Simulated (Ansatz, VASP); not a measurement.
**Sb in VASP and in Ansatz**

Contents of POSCAR:

```
Sb
1.0
    2.1397418462      1.2353805309      3.7327777635
   -2.1397418462      1.2353805309      3.7327777635
    0.0000000000     -2.4707610619      3.7327777635
Sb
2
Direct
    0.7665100000      0.7665100000      0.7665100000
    0.2334900000      0.2334900000      0.2334900000
```

INCAR.step1

```
PREC     = Accurate       # precision mode
ENCUT    = 520            # plane-wave cutoff, eV
ISMEAR   = -1             # smearing method
SIGMA    = 0.05           # smearing width, eV
LREAL    = F              # projectors in reciprocal space
LASPH    = T              # aspherical terms in the spheres
NELM     = 80             # most SCF steps
NBANDS   = 12             # bands
GGA      = PE             # functional
ALGO     = Normal         # electronic algorithm
EDIFF    = 1E-4           # SCF threshold, eV
LWAVE    = T              # write WAVECAR
LCHARG   = F              # write CHGCAR
```

File INCAR.step2:

```
PREC     = Accurate       # precision mode
ENCUT    = 520            # plane-wave cutoff, eV
EDIFF    = 1E-6           # SCF threshold, eV
ISMEAR   = -1             # smearing method
SIGMA    = 0.05           # smearing width, eV
LREAL    = F              # projectors in reciprocal space
LASPH    = T              # aspherical terms in the spheres
NELM     = 80             # most SCF steps
ALGO     = Normal         # electronic algorithm
ISIF     = 2              # what is computed and relaxed
LWAVE    = F              # write WAVECAR
LCHARG   = F              # write CHGCAR
METAGGA  = R2SCAN         # meta-GGA
LMIXTAU  = T            
NBANDS   = 12             # bands
ISTART   = 1
```

File KPOINTS:

```
Automatic mesh
0
Gamma
  8 8 8
```

input.yaml

```yaml
crystal:
  lattice:
    - [2.1397418462, 1.2353805309, 3.7327777635]
    - [-2.1397418462, 1.2353805309, 3.7327777635]
    - [0.0, -2.4707610619, 3.7327777635]
  atoms:
    - { symbol: Sb, position: [0.76651, 0.76651, 0.76651] }
    - { symbol: Sb, position: [0.23349, 0.23349, 0.23349] }
hamiltonian:
  xc: r2scan
  pseudopotentials: { kind: paw }
kpoints:
  mp_grid: { grid: [8, 8, 8] }
scf:
  occupations: { method: fermi_dirac, width: 0.05 }
output:
  forces: true
  stress: true
  eigenvalues: true
```

Alike in both runs: task single point; functional r2SCAN; k mesh 8 × 8 × 8; occupations fermi-dirac, width 0.05 eV; no spin polarisation.

|  | VASP | Ansatz |
| --- | --- | --- |
| version | VASP 6.6.1 | Ansatz 0.2.0 |
| potentials or method | VASP PAW PBE potentials, release 64 (Sb) | Ansatz PAW |
| plane-wave cutoff (eV) | 520 | 500 |
| valence electrons in the cell | 10 | 30 |

Ansatz gave:

```
gap on the k mesh at the Fermi level (eV)                     : none
pressure (GPa)                                                : 3.0
traceless stress, the component that is largest in VASP (GPa) : -0.32
rms of the force components (eV/Å)                            : 0.060
```

Problem. Estimate VASP's values.

Solution. gap on the k mesh at the Fermi level (eV): none; pressure (GPa): 3.1; traceless stress, the component that is largest in VASP (GPa): -0.39; rms of the force components (eV/Å): 0.094.

VASP's potentials were made for PBE, not for r2SCAN. Atom by atom the forces differ by 0.033 eV/Å (rms over components). A gap of «none» marks a metal or a gap that the smearing closes. With one functional, cell and mesh, what is left measures potentials, basis and numerics. VASP's potentials hold 10 valence electrons a cell and Ansatz's 30, so a difference there can come from the potentials and not from the codes.

Neither program's run includes spin-orbit coupling.
